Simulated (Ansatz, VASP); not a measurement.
## BP: VASP beside Ansatz

```
B P
1.0
     0.00000    2.26000    2.26000
     2.26000    0.00000    2.26000
     2.26000    2.26000    0.00000
B P
1 1
Cartesian
  0.0000 0.0000 0.0000
  1.1300 1.1300 1.1300
```

Alike in both runs: task relaxation of cell and atoms; functional PBE; k mesh 10 × 10 × 10; occupations gaussian, width 0.02 eV; no spin polarisation.

|  | VASP | Ansatz |
| --- | --- | --- |
| version | VASP 6.6.1 | Ansatz 0.2.0 |
| potentials or method | VASP PAW PBE potentials, release 64 (B, P), cutoff 500 eV | scalar-relativistic, plane waves, PAW |
| valence electrons in the cell | 8 | 8 |

VASP gave:

| Quantity | Value |
| --- | --- |
| gap on the k mesh at the Fermi level, each at its own relaxed structure (eV) | 1.25 |
| relaxed volume (Å³/atom) | 11.75 |
| relaxed cell length with the largest relative difference (Å) | 3.215 |

**Question.** What did Ansatz give for the same quantities?

**Answer.** gap on the k mesh at the Fermi level, each at its own relaxed structure (eV): 1.25; relaxed volume (Å³/atom): 11.76; relaxed cell length with the largest relative difference (Å): 3.216.
